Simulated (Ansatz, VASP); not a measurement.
**One calculation of TiN, two programs**

File INCAR:

```
SYSTEM = TiN
PREC = Accurate ; ENCUT = 520
EDIFF = 1E-6 ; ISMEAR = 0
SIGMA = 0.1 ; LREAL = .False.
LASPH = .True. ; NELM = 120
ALGO = Normal ; ISIF = 2
LWAVE = .False. ; LCHARG = .True.
LDIPOL = .True. ; IDIPOL = 3
DIPOL = 0.5 0.5 0.500 ; GGA = PE
LELF = .True. ; LVHAR = .True.
LVACPOTAV = .True. ; NBANDS = 63
GGA_COMPAT = .False. ; NELMDL = -8
```

The input KPOINTS:

```
regular mesh
0
Gamma
  12 12 1
  0 0 0
```

Contents of POSCAR:

```
TiN
1.0
    2.9726300466      0.0000000000      0.0000000000
    0.0000000000      2.9726300466      0.0000000000
    0.0000000000      0.0000000000     25.5098343195
Ti N
6 6
Direct
    0.5000000000      0.5000000000      0.2940042615
    0.0000000000      0.0000000000      0.3764025569
    0.5000000000      0.5000000000      0.4588008523
    0.0000000000      0.0000000000      0.5411991477
    0.5000000000      0.5000000000      0.6235974431
    0.0000000000      0.0000000000      0.7059957385
    0.0000000000      0.0000000000      0.2940042615
    0.5000000000      0.5000000000      0.3764025569
    0.0000000000      0.0000000000      0.4588008523
    0.5000000000      0.5000000000      0.5411991477
    0.0000000000      0.0000000000      0.6235974431
    0.5000000000      0.5000000000      0.7059957385
```

Input for Ansatz:

```yaml
crystal:
  lattice:
    - [2.9726300466, 0.0, 0.0]
    - [0.0, 2.9726300466, 0.0]
    - [0.0, 0.0, 25.5098343195]
  atoms:
    - { symbol: Ti, position: [0.5, 0.5, 0.2940042615] }
    - { symbol: "N", position: [0.0, 0.0, 0.2940042615] }
    - { symbol: Ti, position: [0.0, 0.0, 0.3764025569] }
    - { symbol: "N", position: [0.5, 0.5, 0.3764025569] }
    - { symbol: Ti, position: [0.5, 0.5, 0.4588008523] }
    - { symbol: "N", position: [0.0, 0.0, 0.4588008523] }
    - { symbol: Ti, position: [0.0, 0.0, 0.5411991477] }
    - { symbol: "N", position: [0.5, 0.5, 0.5411991477] }
    - { symbol: Ti, position: [0.5, 0.5, 0.6235974431] }
    - { symbol: "N", position: [0.0, 0.0, 0.6235974431] }
    - { symbol: Ti, position: [0.0, 0.0, 0.7059957385] }
    - { symbol: "N", position: [0.5, 0.5, 0.7059957385] }
basis:
  ecutwfc: 420
kpoints:
  mp_grid: { grid: [12, 12, 1] }
hamiltonian:
  xc: pbe
scf:
  occupations: { method: gaussian, width: 0.1 }
output:
  forces: true
  stress: true
  eigenvalues: true
  write_density: true
  write_potential: true
  elf: true
  volumetric_format: npy
efield:
  axis: 3
  dipole_correction: true
  ramp_width: 0.04
```

Alike in both runs: task single point; functional PBE; k mesh 12 × 12 × 1; occupations gaussian, width 0.1 eV; no spin polarisation.

|  | VASP | Ansatz |
| --- | --- | --- |
| version | VASP 6.6.1 | Ansatz 0.2.0 |
| potentials or method | VASP PAW PBE potentials, release 64 (Ti_sv, N), cutoff 520 eV | scalar-relativistic, plane waves, PAW |
| valence electrons in the cell | 102 | 102 |

|  | VASP | Ansatz | Ansatz less VASP |
| --- | --- | --- | --- |
| gap on the k mesh at the Fermi level (eV) | none | none | - |
| rms of the force components (eV/Å) | 0.603 | 0.604 | +0.0006 |
| work function, face that differs most (eV) | 2.46 | 2.46 | +0.001 |

A gap of «none» marks a metal or a gap that the smearing closes. Ansatz's warnings: xc potential rough in thin density.
